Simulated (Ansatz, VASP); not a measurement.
# One calculation of BN, two programs

File INCAR:

```
SYSTEM = BN
  PREC = Accurate
  ENCUT = 600
  EDIFF = 1E-6
  ISMEAR = 0
  SIGMA = 0.05
  LREAL = .False.
  LASPH = .True.
  NELM = 100
  ALGO = Normal
  ISIF = 3
  LWAVE = .False.
  LCHARG = .False.
  GGA = PS
  IBRION = 2
  NSW = 100
  EDIFFG = -0.01
```

KPOINTS

```
regular mesh
0
Gamma
  12 12 4
  0 0 0
```

File POSCAR:

```
BN
1.0
    2.4882555352      0.1092499686      0.0829855694
   -1.1495145195      2.1811874628     -0.0533447479
    0.2325888263     -0.0383571146      6.8474207977
B N
2 2
Direct
    0.3361685311      0.6671823709      0.2510275840
    0.6624680241      0.3270224714      0.7504052183
    0.3298202887      0.6736781552      0.7511393355
    0.6715431561      0.3321170024      0.2474278622
```

Input for Ansatz:

```yaml
crystal:
  lattice:
    - [2.4882555352, 0.1092499686, 0.0829855694]
    - [-1.1495145195, 2.1811874628, -0.0533447479]
    - [0.2325888263, -0.0383571146, 6.8474207977]
  atoms:
    - { symbol: B, position: [0.3361685311, 0.6671823709, 0.251027584] }
    - { symbol: B, position: [0.6624680241, 0.3270224714, 0.7504052183] }
    - { symbol: "N", position: [0.3298202887, 0.6736781552, 0.7511393355] }
    - { symbol: "N", position: [0.6715431561, 0.3321170024, 0.2474278622] }
basis:
  ecutwfc: 420
kpoints:
  mp_grid: { grid: [12, 12, 4] }
hamiltonian:
  xc: pbesol
scf:
  occupations: { method: gaussian, width: 0.05 }
output:
  forces: true
  stress: true
  eigenvalues: true
  write_density: true
  write_potential: true
  elf: true
  volumetric_format: npy
relax:
  adjacent_minimum: "off"
  f_tol: 0.01
  max_steps: 80
  cell: { stress_tol: 0.1 }
```

Change from the starting cell: cell sheared at random, sigma 0.03, atoms nudged by 0.01 Å; relaxed back.

Alike in both runs: task relaxation of cell and atoms; functional PBEsol; k mesh 12 × 12 × 4; occupations gaussian, width 0.05 eV; no spin polarisation.

|  | VASP | Ansatz |
| --- | --- | --- |
| version | VASP 6.6.1 | Ansatz 0.2.0 |
| potentials or method | VASP PAW PBE potentials, release 64 (B, N), cutoff 600 eV | scalar-relativistic, plane waves, PAW |
| valence electrons in the cell | 16 | 16 |

```tsv
	VASP	Ansatz	Ansatz less VASP
gap on the k mesh at the Fermi level, each at its own relaxed structure (eV)	4.20	4.24	+0.042
relaxed volume (Å³/atom)	9.46	9.51	+0.047
relaxed cell length with the largest relative difference (Å)	6.966	7.005	+0.0385
```

VASP's potentials were made for PBE, not for PBEsol.
